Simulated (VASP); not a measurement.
# NbTe in VASP: notebook

Runs on NbTe. Level: PBE. Tasks: single point.

Program: VASP 6.6.1. These are calculated values, not measurements. Logs are shortened: lines on timing, memory, paths and dates and some standing lists are left out, and cuts for length are marked.

### Step 1. The cell of the first run

It takes space group Fm-3m (No. 225, cubic). The conventional cell has a = 5.755 Å, b = 5.755 Å, c = 5.755 Å, α = 90.00°, β = 90.00°, γ = 90.00°. Within 3.8 Å of Nb (site symmetry m-3m) lie 6 Te at 2.88 Å. Te (site symmetry m-3m) has 6 Nb at 2.88 Å within 3.8 Å.

### Step 2. Single point, PBE, collinear spin

The input, INCAR:

```
ALGO = Normal
EDIFF = 1E-6
ENCUT = 520
GGA = PE
ISIF = 2
ISMEAR = 0
ISPIN = 2
LASPH = T
LCHARG = F
LMAXMIX = 4
LORBIT = 11
LREAL = F
LWAVE = F
MAGMOM = 2 -2 0 0
NBANDS = 31
NELM = 150
PREC = Accurate
SIGMA = 0.05
```

The input, KPOINTS:

```
k-points
0
Gamma
  10 10 5
```

The input, POSCAR:

```
NbTe
1.0
    0.0000000000      2.8774587933      2.8774587932
    5.7549175863      2.8774587933      2.8774587932
    5.7549175863      5.7549175865     -0.0000000001
Nb Te
2 2
Direct
    0.5000000000      0.5000000000      0.0000000000
    0.5000000000      0.5000000000      0.5000000000
    0.0000000000      0.0000000000      0.0000000000
    0.0000000000      0.0000000000      0.5000000000
```

Potentials or basis: VASP PAW PBE potentials, release 64 (Nb_sv, Te).

Command:

```console
$ cat potpaw_PBE.64/Nb_sv/POTCAR potpaw_PBE.64/Te/POTCAR > POTCAR
$ mpirun -np 1 vasp_std > vasp.out
```

OUTCAR:

```text
EDIFF = 1E-6
   ENCUT = 520
   GGA = PE
   ISIF = 2
   ISMEAR = 0
   ISPIN = 2
   LASPH = T
   LORBIT = 11
   LREAL = F
   NELM = 150
   PREC = Accurate

 ion  position               nearest neighbor table
   1  0.500  0.500  0.000-   3 2.88   3 2.88   4 2.88   4 2.88   4 2.88   4 2.88
   2  0.500  0.500  0.500-   4 2.88   4 2.88   3 2.88   3 2.88   3 2.88   3 2.88
   3  0.000  0.000  0.000-   1 2.88   1 2.88   2 2.88   2 2.88   2 2.88   2 2.88
   4  0.000  0.000  0.500-   2 2.88   2 2.88   1 2.88   1 2.88   1 2.88   1 2.88

  LATTYP: Found a simple tetragonal cell.
 ALAT       =     4.0693412506
 C/A-ratio  =     1.4142135623

  Lattice vectors:

 A1 = (   0.0000000000,  -2.8774587932,   2.8774587933)
 A2 = (   0.0000000000,  -2.8774587933,  -2.8774587932)
 A3 = (   5.7549175863,   0.0000000000,   0.0000000000)

Analysis of symmetry for initial positions (statically):
=====================================================================
 Subroutine PRICEL returns following result:

  LATTYP: Found a face centered cubic cell.
 ALAT       =     5.7549175864
[... 12 lines left out ...]
 Subroutine GETGRP returns: Found 16 space group operations
 (whereof 16 operations were pure point group operations)
 out of a pool of 16 trial point group operations.

The static configuration has the point symmetry D_4h.

Analysis of symmetry for dynamics (positions and initial velocities):
=====================================================================
 Subroutine PRICEL returns following result:

  LATTYP: Found a face centered cubic cell.
 ALAT       =     5.7549175864
[... 12 lines left out ...]
 Subroutine GETGRP returns: Found 16 space group operations
 (whereof 16 operations were pure point group operations)
 out of a pool of 16 trial point group operations.

The dynamic configuration has the point symmetry D_4h.

Analysis of structural, dynamic, and magnetic symmetry:
=====================================================================
 Subroutine PRICEL returns following result:

  LATTYP: Found a face centered cubic cell.
 ALAT       =     5.7549175864
[... 12 lines left out ...]
 Subroutine GETGRP returns: Found 16 space group operations
 (whereof 16 operations were pure point group operations)
 out of a pool of 16 trial point group operations.

The overall configuration has the point symmetry D_4h.

 Subroutine INISYM returns: Found 16 space group operations
 (whereof 16 operations are pure point group operations),
 and found     2 'primitive' translations

[... 119 lines left out ...]
   GGA     = PE    functional components
   LHFCALC =     F    Hartree Fock is set to
   AEXX    =    0.0000 exact exchange contribution
   IVDW    =     0    specifies the selected vdW correction
   LEPSILON=     F    determine dielectric tensor
   LRPA    =     F    only Hartree local field effects (RPA)
 spin polarized calculation
 Gauss-broadening in eV      SIGMA  =   0.05
  energy-cutoff  :      520.00
  volume of cell :       95.30
 maximum number of plane-waves:      2596
   NGX = 15   NGY = 27   NGZ = 31

 number of electron      37.9999999 magnetization       0.0000000

 number of electron      37.9999999 magnetization      -0.0000000

 Free energy of the ion-electron system (eV)
  ---------------------------------------------------
  ext. energy  EPLUGINS =         0.00000000
  ---------------------------------------------------
  free energy    TOTEN  =       -25.26629424 eV

  energy without entropy =      -25.26005731  energy(sigma->0) =      -25.26317577

 E-fermi :   9.8558     XC(G=0): -10.8174

 val. band max:        9.8503897780   @ k =   0.5000   0.3000   0.2000
 cond. band min:       9.8568121763   @ k =   0.5000   0.1000   0.0000
 fundamental gap:      0.0064223983
 Fermi energy:         9.8558057276

 spin component 1

 k-point     1 :       0.0000    0.0000    0.0000
  band No.  band energies     occupation
      1     -45.9421      1.00000
      2     -45.1371      1.00000
      3     -22.1438      1.00000
      4     -22.0953      1.00000
      5     -22.0953      1.00000
      6     -21.2196      1.00000
[... 805 lines left out ...]
     30      17.2965      0.00000
     31      17.8073      0.00000

 [... further k-points ...]

 spin component 2

 k-point     1 :       0.0000    0.0000    0.0000
  band No.  band energies     occupation
      1     -45.9421      1.00000
      2     -45.1371      1.00000
      3     -22.1438      1.00000
      4     -22.0953      1.00000
      5     -22.0953      1.00000
      6     -21.2196      1.00000
[... 805 lines left out ...]
     30      17.2965      0.00000
     31      17.8073      0.00000

 [... further k-points ...]

------------------------ aborting loop because EDIFF is reached ----------------------------------------

  FORCE on cell =-STRESS in cart. coord.  units (eV):
  Direction    XX          YY          ZZ          XY          YZ          ZX
  --------------------------------------------------------------------------------------
  -------------------------------------------------------------------------------------
  Total       -0.0700421     -0.0850365     -0.0850365      0.0000000     -0.0000000      0.0000000
  in kB       -1.1775591     -1.4296466     -1.4296466      0.0000000     -0.0000000      0.0000000
  external PRESSURE =      -1.3456174 kB  Pullay stress =       0.0000000 kB

 VOLUME and BASIS-vectors are now :
 -----------------------------------------------------------------------------
  energy-cutoff  :      520.00
  volume of cell :       95.30
      direct lattice vectors                 reciprocal lattice vectors
     0.000000000  2.877458793  2.877458793    -0.173764435  0.173764435  0.173764434
     5.754917586  2.877458793  2.877458793     0.173764435 -0.173764434  0.173764435
     5.754917586  5.754917587 -0.000000000     0.000000000  0.173764434 -0.173764435

 POSITION                                       TOTAL-FORCE (eV/Angst)
 -----------------------------------------------------------------------------------
      2.87746      2.87746      2.87746         0.000000      0.000000      0.000000
      5.75492      5.75492      2.87746        -0.000000      0.000000     -0.000000
      0.00000      0.00000      0.00000         0.000000     -0.000000     -0.000000
      2.87746      2.87746     -0.00000         0.000000     -0.000000     -0.000000
 -----------------------------------------------------------------------------------
    total drift:                                0.000000      0.000000      0.000000

  FREE ENERGIE OF THE ION-ELECTRON SYSTEM (eV)
  ---------------------------------------------------
  free  energy   TOTEN  =       -25.2662942385 eV

  energy  without entropy=      -25.2600573082  energy(sigma->0) =      -25.26317577

 total charge

# of ion       s       p       d       tot
------------------------------------------
    1        2.115   5.947   2.599  10.661
    2        2.115   5.947   2.599  10.661
    3        1.329   2.075   0.084   3.488
    4        1.329   2.075   0.084   3.488
--------------------------------------------------
tot          6.888  16.043   5.367  28.298

 magnetization (x)

# of ion       s       p       d       tot
------------------------------------------
    1        0.008   0.008   1.194   1.209
    2       -0.008  -0.008  -1.194  -1.209
    3       -0.001  -0.000  -0.006  -0.007
    4        0.001   0.000   0.006   0.007
--------------------------------------------------
tot          0.000   0.000   0.000   0.000
```

OSZICAR:

```text
N       E                     dE             d eps       ncg     rms          rms(c)
DAV:   1     0.345182953387E+03    0.34518E+03   -0.18539E+04  7900   0.114E+03
DAV:   2     0.290706861491E+01   -0.34228E+03   -0.33041E+03 10069   0.405E+02
DAV:   3    -0.234411841979E+02   -0.26348E+02   -0.25683E+02 13016   0.869E+01
DAV:   4    -0.255695604716E+02   -0.21284E+01   -0.20978E+01 12668   0.201E+01
DAV:   5    -0.256190445416E+02   -0.49484E-01   -0.49437E-01 11655   0.314E+00    0.116E+01
DAV:   6    -0.251510599943E+02    0.46798E+00   -0.35589E+00 11449   0.104E+01    0.512E+00
DAV:   7    -0.252619732395E+02   -0.11091E+00   -0.46760E-01 11301   0.391E+00    0.281E+00
DAV:   8    -0.252650606820E+02   -0.30874E-02   -0.52572E-02 12961   0.127E+00    0.149E+00
DAV:   9    -0.252655954097E+02   -0.53473E-03   -0.10699E-02 10908   0.436E-01    0.453E-01
DAV:  10    -0.252660050291E+02   -0.40962E-03   -0.17379E-03 13109   0.226E-01    0.163E-01
DAV:  11    -0.252662122441E+02   -0.20722E-03   -0.57067E-04  9870   0.110E-01    0.877E-02
DAV:  12    -0.252662835333E+02   -0.71289E-04   -0.32532E-04 11128   0.755E-02    0.334E-02
DAV:  13    -0.252662946675E+02   -0.11134E-04   -0.44915E-05 12359   0.272E-02    0.126E-02
DAV:  14    -0.252662942385E+02    0.42905E-06   -0.89122E-06 10063   0.128E-02
   1 F= -.25266294E+02 E0= -.25263176E+02  d E =-.623693E-02  mag=     0.0000
```

Wall time 14 min (1 thread of Intel Xeon 8259CL, shared host); peak memory 0.55 GiB.

What came out:

- Free energy: -25.2663 eV
- Pressure: -0.1 GPa
- Band gap on the k mesh: zero (filled and empty bands overlap)
- Net moment: 0.00 μB per cell
- Site moments: Nb +1.21, -1.21; Te -0.01, +0.01 μB
- Valence electrons inside the program's atomic spheres: Nb 10.66; Te 3.49

Caveat: spin-orbit coupling is left out, which moves the levels of the heavy elements.

### Step 3. Single point, PBE, collinear spin (23.35 Å³/atom)

This run uses another cell than the first one, of 23.35 Å³/atom.

The input, INCAR:

```
PREC = Accurate
ENCUT = 520
EDIFF = 1E-7
ISMEAR = 0
SIGMA = 0.05
LREAL = False
LASPH = True
NELM = 150
ALGO = Normal
ISIF = 2
LWAVE = False
LCHARG = False
ISPIN = 2
MAGMOM = 1.32 -1.32 0 0
LORBIT = 11
LMAXMIX = 4
GGA = PE
NBANDS = 31
```

The input, KPOINTS:

```
Automatic mesh
0
Gamma
  10 10 5
```

The input, POSCAR:

```
NbTe
1.0
    0.0000000000      2.8581464073      2.8581464073
    5.7162928146      2.8581464073      2.8581464073
    5.7162928146      5.7162928146     -0.0000000001
Nb Te
2 2
Direct
    0.5000000000      0.5000000000      0.0000000000
    0.5000000000      0.5000000000      0.5000000000
    0.0000000000      0.0000000000      0.0000000000
    0.0000000000      0.0000000000      0.5000000000
```

Potentials or basis: VASP PAW PBE potentials, release 64 (Nb_sv, Te).

Command:

```console
$ cat potpaw_PBE.64/Nb_sv/POTCAR potpaw_PBE.64/Te/POTCAR > POTCAR
$ mpirun -np 1 vasp_std > vasp.out
```

Run time: 26 min. Hardware: 1 thread of Intel Xeon 8259CL, shared host; peak memory 0.54 GiB.

It converged, with:

- Free energy: -25.2582 eV
- Pressure: 1.5 GPa
- Band gap on the k mesh: zero (filled and empty bands overlap)
- Net moment: 0.00 μB per cell
- Site moments: Nb +1.13, -1.13; Te -0.01, +0.01 μB
- Valence electrons inside the program's atomic spheres: Nb 10.68; Te 3.50

Levels at points of the mesh, in eV from the Fermi level:
Spin up:
```tsv
k point	band 16	band 17	band 18	band 19	band 20	band 21	band 22	band 23
(0.00, 0.00, 0.00)	-1.46	-1.45	-1.36	-1.36	-1.15	-0.97	-0.88	-0.03
(0.50, 0.00, 0.00)	-4.34	-0.17	-0.02	0.10	0.93	1.03	1.22	2.28
(0.50, 0.50, 0.00)	-3.10	-2.71	-2.71	-0.26	-0.03	0.41	0.99	1.05
```
Spin down:
| k point | band 16 | band 17 | band 18 | band 19 | band 20 | band 21 | band 22 | band 23 |
| --- | --- | --- | --- | --- | --- | --- | --- | --- |
| (0.00, 0.00, 0.00) | -1.46 | -1.45 | -1.36 | -1.36 | -1.15 | -0.97 | -0.88 | -0.03 |
| (0.50, 0.00, 0.00) | -4.34 | -0.17 | -0.02 | 0.10 | 0.93 | 1.03 | 1.22 | 2.28 |
| (0.50, 0.50, 0.00) | -3.10 | -2.71 | -2.71 | -0.26 | -0.03 | 0.41 | 0.99 | 1.05 |

Caveat: spin-orbit coupling is left out, which moves the levels of the heavy elements.

### Step 4. Single point, PBE, collinear spin (22.51 Å³/atom)

This run uses another cell than the first one, of 22.51 Å³/atom.

The input, INCAR:

```
SYSTEM = NbTe
PREC     = Accurate       ! precision mode
ENCUT    = 520            ! plane-wave cutoff, eV
EDIFF    = 1E-6           ! SCF threshold, eV
ISMEAR   = 0              ! smearing method
SIGMA    = 0.05           ! smearing width, eV
LREAL    = .FALSE.        ! projectors in reciprocal space
LASPH    = .TRUE.         ! aspherical terms in the spheres
NELM     = 150            ! most SCF steps
ALGO     = Normal         ! electronic algorithm
ISIF     = 2              ! what is computed and relaxed
LWAVE    = .FALSE.        ! write WAVECAR
LCHARG   = .FALSE.        ! write CHGCAR
ISPIN    = 2              ! spin polarisation
MAGMOM   = 1.1 -1.1 0 0   ! initial moments
LORBIT   = 11             ! projections on sites
LMAXMIX  = 4              ! l up to which the mixer works
GGA      = PE             ! functional
NBANDS   = 31             ! bands
```

The input, KPOINTS:

```
regular mesh
0
G
  10 10 5
  0 0 0
```

The input, POSCAR:

```
NbTe
1.0
    0.0000000000      2.8244460075      2.8244460076
    5.6444624593      2.8244460075      2.8244460076
    5.6444624593      5.6488920151      0.0000000001
Nb Te
2 2
Direct
    0.5000000000      0.5000000000      0.0000000000
    0.5000000000      0.5000000000      0.5000000000
    0.0000000000      0.0000000000      0.0000000000
    0.0000000000      0.0000000000      0.5000000000
```

Command:

```console
$ cat potpaw_PBE.64/Nb_sv/POTCAR potpaw_PBE.64/Te/POTCAR > POTCAR
$ mpirun -np 1 vasp_std > vasp.out
```

Wall time 21 min (1 thread of Intel Xeon 8259CL, shared host); peak memory 0.53 GiB.

The run converged. Its results:

```yaml
Free_energy: -25.1945 eV
Pressure: 4.7 GPa
Band_gap_on_the_k_mesh: zero (filled and empty bands overlap)
Net_moment: 0.00 μB per cell
Site_moments: Nb +0.96, -0.96; Te -0.01, +0.01 μB
Valence_electrons_inside_the_program's_atomic_spheres: Nb 10.71; Te 3.53
```

Levels at points of the mesh, in eV from the Fermi level:
Spin up:
```csv
k point,band 17,band 18,band 19,band 20,band 21,band 22
"(0.00, 0.00, 0.00)",-1.46,-1.46,-1.45,-1.32,-1.04,-0.98
"(0.50, 0.00, 0.00)",-0.16,0.01,0.11,0.78,0.92,1.12
"(0.50, 0.50, 0.00)",-2.91,-2.91,-0.30,-0.10,0.49,1.00
```
Spin down:
| k point | band 17 | band 18 | band 19 | band 20 | band 21 | band 22 |
| --- | --- | --- | --- | --- | --- | --- |
| (0.00, 0.00, 0.00) | -1.46 | -1.46 | -1.45 | -1.32 | -1.04 | -0.98 |
| (0.50, 0.00, 0.00) | -0.16 | 0.01 | 0.11 | 0.78 | 0.92 | 1.12 |
| (0.50, 0.50, 0.00) | -2.91 | -2.91 | -0.30 | -0.10 | 0.49 | 1.00 |

Caveat: the cell stands under pressure; spin-orbit coupling is left out, which moves the levels of the heavy elements.

### Step 5. Single point, PBE, collinear spin (22.87 Å³/atom)

This run uses another cell than the first one, of 22.87 Å³/atom.

The input, INCAR:

```
SYSTEM = NbTe
PREC = Accurate
ENCUT = 520
EDIFF = 1E-7
ISMEAR = 0
SIGMA = 0.05
LREAL = .False.
LASPH = .True.
NELM = 150
ALGO = Normal
ISIF = 2
LWAVE = .False.
LCHARG = .False.
ISPIN = 2
MAGMOM = 1.22 -1.22 0 0
LORBIT = 11
LMAXMIX = 4
GGA = PE
NBANDS = 31
```

The input, KPOINTS:

```
Automatic mesh
0
Gamma
  10 10 5
  0 0 0
```

The input, POSCAR:

```
NbTe
1.0
    0.0000000000      2.8385694477      2.8385694477
    5.6771388953      2.8385694477      2.8385694477
    5.6771388953      5.6771388954      0.0000000000
Nb Te
2 2
Direct
    0.5000000000      0.5000000000      0.0000000000
    0.5000000000      0.5000000000      0.5000000000
    0.0000000000      0.0000000000      0.0000000000
    0.0000000000      0.0000000000      0.5000000000
```

Potentials or basis: VASP PAW PBE potentials, release 64 (Nb_sv, Te).

Command:

```console
$ cat potpaw_PBE.64/Nb_sv/POTCAR potpaw_PBE.64/Te/POTCAR > POTCAR
$ mpirun -np 1 vasp_std > vasp.out
```

OUTCAR:

```text
SYSTEM = NbTe
   PREC = Accurate
   ENCUT = 520
   EDIFF = 1E-7
   ISMEAR = 0
   LREAL = .False.
   LASPH = .True.
   NELM = 150
   ISIF = 2
   ISPIN = 2
   LORBIT = 11
   GGA = PE

 ion  position               nearest neighbor table
   1  0.500  0.500  0.000-   3 2.84   3 2.84   4 2.84   4 2.84   4 2.84   4 2.84
   2  0.500  0.500  0.500-   4 2.84   4 2.84   3 2.84   3 2.84   3 2.84   3 2.84
   3  0.000  0.000  0.000-   1 2.84   1 2.84   2 2.84   2 2.84   2 2.84   2 2.84
   4  0.000  0.000  0.500-   2 2.84   2 2.84   1 2.84   1 2.84   1 2.84   1 2.84

  LATTYP: Found a simple tetragonal cell.
 ALAT       =     4.0143434107
 C/A-ratio  =     1.4142135623

  Lattice vectors:

 A1 = (   0.0000000000,  -2.8385694477,   2.8385694477)
 A2 = (   0.0000000000,  -2.8385694477,  -2.8385694477)
[... 1887 lines left out ...]
     5.677138895  5.677138895  0.000000000     0.000000000  0.176145065 -0.176145065

 POSITION                                       TOTAL-FORCE (eV/Angst)
 -----------------------------------------------------------------------------------
      2.83857      2.83857      2.83857        -0.000000     -0.000000      0.000000
      5.67714      5.67714      2.83857         0.000000      0.000000     -0.000000
      0.00000      0.00000      0.00000        -0.000000      0.000000     -0.000000
      2.83857      2.83857      0.00000        -0.000000      0.000000     -0.000000
 -----------------------------------------------------------------------------------
    total drift:                                0.000000      0.000000      0.000000

  FREE ENERGIE OF THE ION-ELECTRON SYSTEM (eV)
  ---------------------------------------------------
  free  energy   TOTEN  =       -25.2300832891 eV

  energy  without entropy=      -25.2241411111  energy(sigma->0) =      -25.22711220

 total charge

# of ion       s       p       d       tot
------------------------------------------
    1        2.118   5.953   2.622  10.693
    2        2.118   5.953   2.622  10.693
    3        1.329   2.090   0.097   3.516
    4        1.329   2.090   0.097   3.516
--------------------------------------------------
tot          6.895  16.085   5.437  28.418

 magnetization (x)

# of ion       s       p       d       tot
------------------------------------------
    1        0.006   0.007   1.015   1.027
    2       -0.006  -0.007  -1.015  -1.027
    3       -0.001  -0.002  -0.005  -0.008
    4        0.001   0.002   0.005   0.008
--------------------------------------------------
tot          0.000   0.000  -0.000  -0.000
```

Wall time 22 min (1 thread of Intel Xeon 8259CL, shared host); peak memory 0.53 GiB.

What came out:

| Quantity | Value |
| --- | --- |
| Free energy | -25.2301 eV |
| Pressure | 3.2 GPa |
| Band gap on the k mesh | zero (filled and empty bands overlap) |
| Net moment | 0.00 μB per cell |
| Site moments | Nb +1.03, -1.03; Te -0.01, +0.01 μB |
| Valence electrons inside the program's atomic spheres | Nb 10.69; Te 3.52 |

Levels at points of the mesh, in eV from the Fermi level:
Spin up:
| k point | band 16 | band 17 | band 18 | band 19 | band 20 | band 21 | band 22 | band 23 |
| --- | --- | --- | --- | --- | --- | --- | --- | --- |
| (0.00, 0.00, 0.00) | -1.46 | -1.45 | -1.42 | -1.42 | -1.25 | -1.01 | -0.93 | -0.08 |
| (0.50, 0.00, 0.00) | -4.46 | -0.17 | 0.00 | 0.10 | 0.84 | 0.96 | 1.16 | 2.27 |
| (0.50, 0.50, 0.00) | -3.14 | -2.83 | -2.83 | -0.28 | -0.07 | 0.46 | 1.02 | 1.02 |
Spin down:
| k point | band 16 | band 17 | band 18 | band 19 | band 20 | band 21 | band 22 | band 23 |
| --- | --- | --- | --- | --- | --- | --- | --- | --- |
| (0.00, 0.00, 0.00) | -1.46 | -1.45 | -1.42 | -1.42 | -1.25 | -1.01 | -0.93 | -0.08 |
| (0.50, 0.00, 0.00) | -4.46 | -0.17 | 0.00 | 0.10 | 0.84 | 0.96 | 1.16 | 2.27 |
| (0.50, 0.50, 0.00) | -3.14 | -2.83 | -2.83 | -0.28 | -0.07 | 0.46 | 1.02 | 1.02 |

Caveat: the cell stands under pressure; spin-orbit coupling is left out, which moves the levels of the heavy elements.

### Step 6. The runs side by side

| cell | gap on the mesh (eV) | pressure (GPa) | moment (μB) |
| --- | --- | --- | --- |
| a = 4.069, b = 7.048, c = 8.139 Å, angles 30.0, 60.0, 54.7°, 4 atoms | none | -0.1 | 0.00 |
| a = 4.042, b = 7.001, c = 8.084 Å, angles 30.0, 60.0, 54.7°, 4 atoms | none | 1.5 | 0.00 |
| a = 3.994, b = 6.915, c = 7.986 Å, angles 30.0, 60.0, 54.7°, 4 atoms | none | 4.7 | 0.00 |
| a = 4.014, b = 6.953, c = 8.029 Å, angles 30.0, 60.0, 54.7°, 4 atoms | none | 3.2 | 0.00 |

Alike in all rows: task single point; level PBE; potentials or basis VASP PAW PBE potentials, release 64 (Nb_sv, Te); spin collinear; k mesh 10 × 10 × 5; cutoff (eV) 520; smearing gaussian 0.05 eV.

Caveats: spin-orbit coupling is left out, which moves the levels of the heavy elements; the cell stands under pressure (at least some runs).

Absolute energies hang on the potentials; compare differences alone.
